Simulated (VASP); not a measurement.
# HCl in VASP: further runs

Runs on HCl. Level: r2SCAN+D3(BJ). Tasks: single point.

Program: VASP 6.6.1. These are calculated values, not measurements. Logs are shortened: lines on timing, memory, paths and dates and some standing lists are left out, and cuts for length are marked.

## Step 1: The cell of the first run

The cell holds a disordered packing, 24 atoms: a = 8.490 Å, b = 8.490 Å, c = 8.490 Å, α = 90.00°, β = 90.00°, γ = 90.00°.

## Step 2: Single point, r2SCAN+D3(BJ)

The input, POSCAR:

```
HCl
1.0
    8.4901850000      0.0000000000      0.0000000000
    0.0000000000      8.4901850000      0.0000000000
    0.0000000000      0.0000000000      8.4901850000
Cl H
12 12
Direct
    0.1473426366      0.0500203841      0.3252056667
    0.8728261546      0.7980470513      0.5496471107
    0.6314970818      0.1806440490      0.2811370810
    0.3180824223      0.0861732617      0.9449826829
    0.7362195153     -0.0420506306      0.9081400913
    1.0036742763      0.3914740520      0.6002244365
    0.4701872167      0.7142545701      0.1649093566
    0.9343574846      0.7157627133      0.1435355197
    0.1815843679      0.7105443479      0.8363254667
    0.5348250854      0.4567243523      0.6089249766
    0.4435511517      0.8821779194      0.5625354454
   -0.0371059095      0.3255004938      1.0203258530
    0.2198358636      0.0654422115      0.1916341140
    0.9100383887      0.7719524530      0.4029458373
    0.5953209756      0.2581217805      0.4068068572
    0.2677431971     -0.0546288561      0.9086046250
    0.6356052968      0.0553648732      0.8472799786
    0.9544505941      0.5355677236      0.6061071733
    0.5652693945      0.8090438238      0.0929835963
    0.9369132296      0.5654906943      0.1099677457
    0.2660871285      0.7334003539      0.7111449172
    0.5570217422      0.5687636360      0.5085709501
    0.3426749009      0.9349513163      0.4595165194
    0.0017991049      0.3561618259      0.8763557988
```

The input, INCAR.step1:

```
SYSTEM = HCl
PREC     = Accurate       ! precision mode
ENCUT    = 520            ! plane-wave cutoff, eV
ISMEAR   = -1             ! smearing method
SIGMA    = 0.02           ! smearing width, eV
LREAL    = Auto         
LASPH    = .TRUE.         ! aspherical terms in the spheres
NELM     = 100            ! most SCF steps
NBANDS   = 66             ! bands
GGA      = PE             ! functional
ALGO     = Normal         ! electronic algorithm
EDIFF    = 1E-4           ! SCF threshold, eV
LWAVE    = .TRUE.         ! write WAVECAR
LCHARG   = .FALSE.        ! write CHGCAR
```

The input, INCAR.step2:

```
SYSTEM = HCl
PREC     = Accurate       ! precision mode
ENCUT    = 520            ! plane-wave cutoff, eV
EDIFF    = 1E-6           ! SCF threshold, eV
ISMEAR   = -1             ! smearing method
SIGMA    = 0.02           ! smearing width, eV
LREAL    = Auto         
LASPH    = .TRUE.         ! aspherical terms in the spheres
NELM     = 100            ! most SCF steps
ALGO     = Normal         ! electronic algorithm
ISIF     = 2              ! what is computed and relaxed
LWAVE    = .FALSE.        ! write WAVECAR
LCHARG   = .TRUE.         ! write CHGCAR
METAGGA  = R2SCAN         ! meta-GGA
LMIXTAU  = .TRUE.       
IVDW     = 12             ! dispersion correction
VDW_S6   = 1.0          
VDW_S8   = 0.78981345   
VDW_A1   = 0.49484001   
VDW_A2   = 5.73083694   
LELF     = .TRUE.         ! ELF
LVHAR    = .TRUE.       
NBANDS   = 66             ! bands
ISTART   = 1
```

The input, KPOINTS:

```
regular mesh
0
G
  1 1 1
  0 0 0
```

Potentials or basis: VASP PAW PBE potentials, release 64 (Cl, H).

Launch:

```bash
$ cat potpaw_PBE.64/Cl/POTCAR potpaw_PBE.64/H/POTCAR > POTCAR
$ cp INCAR.step1 INCAR
$ mpirun -np 1 vasp_gam > vasp.out
$ cp INCAR.step2 INCAR
$ mpirun -np 1 vasp_gam > vasp.out
```

OUTCAR:

```text
SYSTEM = HCl
   PREC = Accurate
   ENCUT = 520
   EDIFF = 1E-6
   ISMEAR = -1
   LREAL = Auto
   LASPH = .TRUE.
   NELM = 100
   ISIF = 2
   METAGGA = R2SCAN
   IVDW = 12
   ISTART = 1
 IVDW          = 12

 ion  position               nearest neighbor table
   1  0.147  0.050  0.325-  13 1.30
   2  0.873  0.798  0.550-  14 1.30
   3  0.631  0.181  0.281-  15 1.29
   4  0.318  0.086  0.945-  16 1.31
   5  0.736  0.958  0.908-  17 1.30
   6  0.004  0.391  0.600-  18 1.29
[... 16 lines left out ...]
  23  0.343  0.935  0.460-  11 1.30
  24  0.002  0.356  0.876-  12 1.29

  LATTYP: Found a simple cubic cell.
 ALAT       =     8.4901850000

  Lattice vectors:

 A1 = (   8.4901850000,   0.0000000000,   0.0000000000)
 A2 = (   0.0000000000,   8.4901850000,   0.0000000000)
 A3 = (   0.0000000000,   0.0000000000,   8.4901850000)

Analysis of symmetry for initial positions (statically):
=====================================================================
 Subroutine PRICEL returns:
 Original cell was already a primitive cell.

 Routine SETGRP: Setting up the symmetry group for a
 simple cubic supercell.

 Subroutine GETGRP returns: Found  1 space group operations
 (whereof  1 operations were pure point group operations)
 out of a pool of 48 trial point group operations.

The static configuration has the point symmetry C_1 .

Analysis of symmetry for dynamics (positions and initial velocities):
=====================================================================
 Subroutine PRICEL returns:
 Original cell was already a primitive cell.

 Routine SETGRP: Setting up the symmetry group for a
 simple cubic supercell.

 Subroutine GETGRP returns: Found  1 space group operations
 (whereof  1 operations were pure point group operations)
 out of a pool of 48 trial point group operations.

The dynamic configuration has the point symmetry C_1 .

 Subroutine INISYM returns: Found  1 space group operations
 (whereof  1 operations are pure point group operations),
 and found     1 'primitive' translations

----------------------------------------------------------------------------------------

                                     Primitive cell

  volume of cell :     612.0001

  direct lattice vectors                    reciprocal lattice vectors
     8.490185000  0.000000000  0.000000000     0.117783064  0.000000000  0.000000000
     0.000000000  8.490185000  0.000000000     0.000000000  0.117783064  0.000000000
     0.000000000  0.000000000  8.490185000     0.000000000  0.000000000  0.117783064

  length of vectors
     8.490185000  8.490185000  8.490185000     0.117783064  0.117783064  0.117783064

  position of ions in fractional coordinates (direct lattice)
     0.147342637  0.050020384  0.325205667
     0.872826155  0.798047051  0.549647111
     0.631497082  0.180644049  0.281137081
     0.318082422  0.086173262  0.944982683
     0.736219515  0.957949369  0.908140091
     0.003674276  0.391474052  0.600224436
[... 16 lines left out ...]
     0.342674901  0.934951316  0.459516519
     0.001799105  0.356161826  0.876355799

  ion indices of the primitive-cell ions
   primitive index   ion index
                 1           1
                 2           2
                 3           3
                 4           4
                 5           5
                 6           6
[... 16 lines left out ...]
                23          23
                24          24

----------------------------------------------------------------------------------------

 KPOINTS: regular mesh

Automatic generation of k-mesh.
 Grid dimensions read from file:
 generate k-points for:    1    1    1

 Generating k-lattice:

  Cartesian coordinates                     Fractional coordinates (reciprocal lattice)
     0.117783064  0.000000000  0.000000000     1.000000000  0.000000000  0.000000000
     0.000000000  0.117783064  0.000000000     0.000000000  1.000000000  0.000000000
     0.000000000  0.000000000  0.117783064     0.000000000  0.000000000  1.000000000

  Length of vectors
     0.117783064  0.117783064  0.117783064

  Shift w.r.t. Gamma in fractional coordinates (k-lattice)
     0.000000000  0.000000000  0.000000000

 Subroutine IBZKPT returns following result:
 ===========================================

 Found      1 irreducible k-points:

 Following reciprocal coordinates:
            Coordinates               Weight
  0.000000  0.000000  0.000000      1.000000
   k-points           NKPTS =      1   k-points in BZ     NKDIM =      1   number of bands    NBANDS=     66
   number of dos      NEDOS =    301   number of ions     NIONS =     24
   total plane-waves  NPLWV = 262144
   dimension x,y,z NGX =    64 NGY =   64 NGZ =   64
   dimension x,y,z NGXF=   128 NGYF=  128 NGZF=  128
   ions per type =              12  12
   NGX,Y,Z   is equivalent  to a cutoff of  12.53, 12.53, 12.53 a.u.
   NGXF,Y,Z  is equivalent  to a cutoff of  25.06, 25.06, 25.06 a.u.
 SYSTEM =  HCl
   PREC   = accura    normal or accurate (medium, high low for compatibility)
   ISTART =      1    job   : 0-new  1-cont  2-samecut
   ICHARG =      0    charge: 1-file 2-atom 10-const
   ISPIN  =      1    spin polarized calculation?
   LNONCOLLINEAR =      F non collinear calculations
   LSORBIT =      F    spin-orbit coupling
   LASPH  =      T    aspherical Exc in radial PAW
   ENCUT  =  520.0 eV  38.22 Ry    6.18 a.u.  15.79 15.79 15.79*2*pi/ulx,y,z
   NELM   =    100;   NELMIN=  2; NELMDL=  0     # of ELM steps
   EDIFF  = 0.1E-05   stopping-criterion for ELM
   LREAL  =      T    real-space projection
   EDIFFG = 0.1E-04   stopping-criterion for IOM
   NSW    =      0    number of steps for IOM
   IBRION =     -1    ionic relax: 0-MD 1-quasi-New 2-CG
   NFREE  =      0    steps in history (QN), initial steepest desc. (CG)
   ISIF   =      2    stress and relaxation
   ISYM   =      2    0-nonsym 1-usesym 2-fastsym
   POTIM  = 0.5000    time-step for ionic-motion
   TEBEG  =    0.0;   TEEND  =   0.0 temperature during run
   PSTRESS=    0.0 pullay stress
   NELECT =      96.0000    total number of electrons
   NUPDOWN=      -1.0000    fix difference up-down
   EMIN   =  10.00;   EMAX   =-10.00  energy-range for DOS
   EFERMI =   0.00;   METHOD = LEGACY
   ISMEAR =    -1;   SIGMA  =   0.02  broadening in eV -4-tet -1-fermi 0-gaus
   EFERMI_NEDOS =   21; number of points for ismear=-14 and -15
   IALGO  =     38    algorithm
   IMIX   =      4    mixing-type and parameters
     AMIX     =   0.40;   BMIX     =  1.00
     AMIX_MAG =   1.60;   BMIX_MAG =  1.00
  volume/ion in A,a.u.               =      25.50       172.08
  Fermi-wavevector in a.u.,A,eV,Ry     =   0.882907  1.668452 10.606068  0.779524
  Thomas-Fermi vector in A             =   2.003601
   LORBIT       =      0    0 simple, 1 ext, 2 COOP (PROOUT), +10 PAW based schemes
   METAGGA = R2SCAN    functional components
   LHFCALC =     F    Hartree Fock is set to
   AEXX    =    0.0000 exact exchange contribution
   IVDW    =    12    specifies the selected vdW correction
   LEPSILON=     F    determine dielectric tensor
   LRPA    =     F    only Hartree local field effects (RPA)
 non-spin polarized calculation
  energy-cutoff  :      520.00
  volume of cell :      612.00
 maximum number of plane-waves:      8260
 NGX is ok and might be reduce to    64
   NGX = 31   NGY = 31   NGZ = 31

 number of electron      95.9999995 magnetization

 Free energy of the ion-electron system (eV)
  ---------------------------------------------------
  ext. energy  EPLUGINS =         0.00000000
  ---------------------------------------------------
  free energy    TOTEN  =      -127.12352887 eV

  energy without entropy =     -127.12352887  energy(sigma->0) =     -127.12352887

 E-fermi :  -3.5422     XC(G=0):  -6.2498

 val. band max:       -4.0578062164   @ k =   0.0000   0.0000   0.0000
 cond. band min:       2.1995041451   @ k =   0.0000   0.0000   0.0000
 fundamental gap:      6.2573103615
 Fermi energy:        -3.5422482295

 k-point     1 :       0.0000    0.0000    0.0000
  band No.  band energies     occupation
      1     -18.8103      2.00000
      2     -18.6115      2.00000
      3     -18.5528      2.00000
      4     -18.4717      2.00000
      5     -18.4528      2.00000
      6     -18.4241      2.00000
[... 52 lines left out ...]
     59       4.3129      0.00000
     60       4.3521      0.00000
 [bands above 60 left out]

------------------------ aborting loop because EDIFF is reached ----------------------------------------

 Edisp (eV)   -0.75897

 E8    (eV) :    -0.1708

  FORCE on cell =-STRESS in cart. coord.  units (eV):
  Direction    XX          YY          ZZ          XY          YZ          ZX
  --------------------------------------------------------------------------------------
  -------------------------------------------------------------------------------------
  Total      -0.43602    -1.64300    -0.72026    -0.08954     0.45862     0.03041
  in kB      -1.14146    -4.30126    -1.88560    -0.23442     1.20064     0.07962
  external pressure =       -2.44 kB  Pullay stress =        0.00 kB

 VOLUME and BASIS-vectors are now :
 -----------------------------------------------------------------------------
  energy-cutoff  :      520.00
  volume of cell :      612.00
      direct lattice vectors                 reciprocal lattice vectors
     8.490185000  0.000000000  0.000000000     0.117783064  0.000000000  0.000000000
     0.000000000  8.490185000  0.000000000     0.000000000  0.117783064  0.000000000
     0.000000000  0.000000000  8.490185000     0.000000000  0.000000000  0.117783064

 POSITION                                       TOTAL-FORCE (eV/Angst)
 -----------------------------------------------------------------------------------
      1.25097      0.42468      2.76106        -0.017153     -0.000755      0.012563
      7.41046      6.77557      4.66661         0.086772     -0.096311     -0.299012
      5.36153      1.53370      2.38691        -0.020029      0.077210      0.105577
      2.70058      0.73163      8.02308        -0.021016     -0.090166     -0.026468
      6.25064      8.13317      7.71028        -0.318967      0.270265     -0.186953
      0.03120      3.32369      5.09602        -0.003400      0.045242     -0.001556
[... 16 lines left out ...]
      2.90937      7.93791      3.90138         0.073549     -0.011037      0.078890
      0.01527      3.02388      7.44042        -0.024044      0.029868     -0.019423
 -----------------------------------------------------------------------------------
    total drift:                                0.002364     -0.001783      0.000859

  FREE ENERGIE OF THE ION-ELECTRON SYSTEM (eV)
  ---------------------------------------------------
  free  energy   TOTEN  =      -127.8824992700 eV

  energy  without entropy=     -127.8824992700  energy(sigma->0) =     -127.88249927
```

Wall time 5 min (1 thread of Intel Xeon Platinum 8259CL at 2.50GHz (Skylake/Cascade Lake), shared host); peak memory 0.61 GiB.

What came out:

* Free energy: -127.8825 eV
* Pressure: -0.2 GPa
* Largest force: 0.458 eV/Å
* Dispersion energy per atom: -0.032 eV

Forces in eV/Å, atoms in the order of the input:
```
Cl  -0.017 -0.001  0.013
Cl   0.087 -0.096 -0.299
Cl  -0.020  0.077  0.106
Cl  -0.021 -0.090 -0.026
Cl  -0.319  0.270 -0.187
Cl  -0.003  0.045 -0.002
Cl   0.138  0.113 -0.079
Cl   0.042 -0.130  0.017
Cl   0.075  0.035 -0.098
Cl   0.035  0.189 -0.190
Cl  -0.082  0.050 -0.062
Cl  -0.034 -0.017  0.011
H    0.016  0.001 -0.004
H   -0.132  0.003  0.263
H    0.036 -0.057 -0.120
H    0.039  0.110  0.033
H    0.271 -0.311  0.197
H    0.014 -0.037 -0.004
H   -0.105 -0.129  0.095
H   -0.004  0.128  0.028
H   -0.037 -0.013  0.086
H   -0.028 -0.159  0.164
H    0.074 -0.011  0.079
H   -0.024  0.030 -0.019
```

Stress tensor (GPa, compression positive):
```
-0.11 -0.02  0.01
-0.02 -0.43  0.12
 0.01  0.12 -0.19
```

Levels at points of the mesh, in eV from the Fermi level:
| k point | band 46 | band 47 | band 48 | band 49 | band 50 | band 51 |
| --- | --- | --- | --- | --- | --- | --- |
| (0.00, 0.00, 0.00) | -0.59 | -0.56 | -0.52 | 5.74 | 6.92 | 7.08 |

Caveat: the k points lie up to 0.74 Å⁻¹ apart; the PAW data sets were made with another functional, which shifts forces and pressure a little.

## Step 3: Single point, r2SCAN+D3(BJ)

The input, POSCAR:

```
HCl
1.0
    8.4901850000      0.0000000000      0.0000000000
    0.0000000000      8.4901850000      0.0000000000
    0.0000000000      0.0000000000      8.4901850000
Cl H
12 12
Direct
    0.1461098904      0.0473841265      0.3208175087
    0.8751988325      0.8012664035      0.5480328167
    0.6309756501      0.1869099437      0.2809243850
    0.3193569987      0.0860287497      0.9428063111
    0.7369686291     -0.0354173672      0.9060462169
    1.0008733614      0.3877065105      0.6006700678
    0.4676812107      0.7107736757      0.1634593357
    0.9372822854      0.7121752942      0.1448731683
    0.1799489646      0.7122459640      0.8375789220
    0.5362309537      0.4565035980      0.6107169632
    0.4471045095      0.8830667412      0.5654647101
   -0.0413418553      0.3242449958      1.0170214194
    0.2236464812      0.0494806650      0.1840478152
    0.9084372131      0.7970262132      0.4021231575
    0.6050162629      0.2807123755      0.3957275372
    0.2415612852     -0.0415303082      0.8910524329
    0.6297507063      0.0588090837      0.8540921075
    0.9899195365      0.5411778424      0.6226719441
    0.5670783381      0.8177089192      0.1206923053
    0.9362811293      0.5592339861      0.1251091702
    0.2852941367      0.7461910430      0.7307261267
    0.5832617310      0.5454415893      0.4974803258
    0.3546212479      0.9302624148      0.4543481679
    0.0303526955      0.3353754954      0.8765180028
```

The input, INCAR.step1:

```
SYSTEM = HCl
ALGO     = Normal         ! electronic algorithm
EDIFF    = 1E-4           ! SCF threshold, eV
ENCUT    = 520            ! plane-wave cutoff, eV
GGA      = PE             ! functional
ISMEAR   = -1             ! smearing method
LASPH    = .TRUE.         ! aspherical terms in the spheres
LCHARG   = .FALSE.        ! write CHGCAR
LREAL    = Auto         
LWAVE    = .TRUE.         ! write WAVECAR
NBANDS   = 66             ! bands
NELM     = 100            ! most SCF steps
PREC     = Accurate       ! precision mode
SIGMA    = 0.02           ! smearing width, eV
```

The input, INCAR.step2:

```
SYSTEM = HCl
ALGO     = Normal         ! electronic algorithm
EDIFF    = 1E-6           ! SCF threshold, eV
ENCUT    = 520            ! plane-wave cutoff, eV
ISIF     = 2              ! what is computed and relaxed
ISMEAR   = -1             ! smearing method
ISTART   = 1            
IVDW     = 12             ! dispersion correction
LASPH    = .TRUE.         ! aspherical terms in the spheres
LCHARG   = .FALSE.        ! write CHGCAR
LMIXTAU  = .TRUE.       
LREAL    = Auto         
LWAVE    = .FALSE.        ! write WAVECAR
METAGGA  = R2SCAN         ! meta-GGA
NBANDS   = 66             ! bands
NELM     = 100            ! most SCF steps
PREC     = Accurate       ! precision mode
SIGMA    = 0.02           ! smearing width, eV
VDW_A1   = 0.49484001   
VDW_A2   = 5.73083694   
VDW_S6   = 1.0          
VDW_S8   = 0.78981345
```

The input, KPOINTS:

```
k-points
0
G
  1 1 1
  0 0 0
```

Potentials or basis: VASP PAW PBE potentials, release 64 (Cl, H).

Launch:

```bash
$ cat potpaw_PBE.64/Cl/POTCAR potpaw_PBE.64/H/POTCAR > POTCAR
$ cp INCAR.step1 INCAR
$ mpirun -np 1 vasp_gam > vasp.out
$ cp INCAR.step2 INCAR
$ mpirun -np 1 vasp_gam > vasp.out
```

Wall time 5.3 min (1 thread of Intel Xeon Platinum 8259CL at 2.50GHz (Skylake/Cascade Lake), shared host); peak memory 0.6 GiB.

Results (log left out):

| Property | Result |
| --- | --- |
| Free energy | -127.6433 eV |
| Pressure | -0.5 GPa |
| Largest force | 1.311 eV/Å |
| Dispersion energy per atom | -0.032 eV |

Forces in eV/Å, atoms in the order of the input:
```
Cl   0.519 -0.037 -0.777
Cl  -0.143  0.064  0.558
Cl   0.091 -0.117 -0.253
Cl  -0.525 -0.697 -0.304
Cl  -0.232  0.115 -0.049
Cl   0.028  0.791  0.097
Cl   0.185  0.175 -0.006
Cl  -0.012 -0.260  0.007
Cl   0.231  0.162 -0.206
Cl   0.062  0.061 -0.189
Cl   0.127 -0.021  0.094
Cl   0.582 -0.083 -1.072
H   -0.482  0.054  0.780
H    0.116 -0.137 -0.514
H   -0.091  0.053  0.248
H    0.535  0.708  0.388
H    0.196 -0.181  0.085
H    0.013 -0.818 -0.154
H   -0.127 -0.197  0.016
H    0.029  0.335 -0.058
H   -0.190 -0.123  0.052
H   -0.057  0.043  0.169
H   -0.165  0.058 -0.026
H   -0.690  0.049  1.114
```

Stress tensor (GPa, compression positive):
```
-0.35 -0.22  0.24
-0.22 -0.75  0.12
 0.24  0.12 -0.41
```

Levels at points of the mesh, in eV from the Fermi level:
| k point | band 45 | band 46 | band 47 | band 48 | band 49 | band 50 | band 51 | band 52 |
| --- | --- | --- | --- | --- | --- | --- | --- | --- |
| (0.00, 0.00, 0.00) | -0.62 | -0.58 | -0.55 | -0.51 | 5.74 | 6.90 | 6.92 | 7.06 |

Caveat: the k points lie up to 0.74 Å⁻¹ apart; the PAW data sets were made with another functional, which shifts forces and pressure a little.

(Continued in part 2 of 2.)
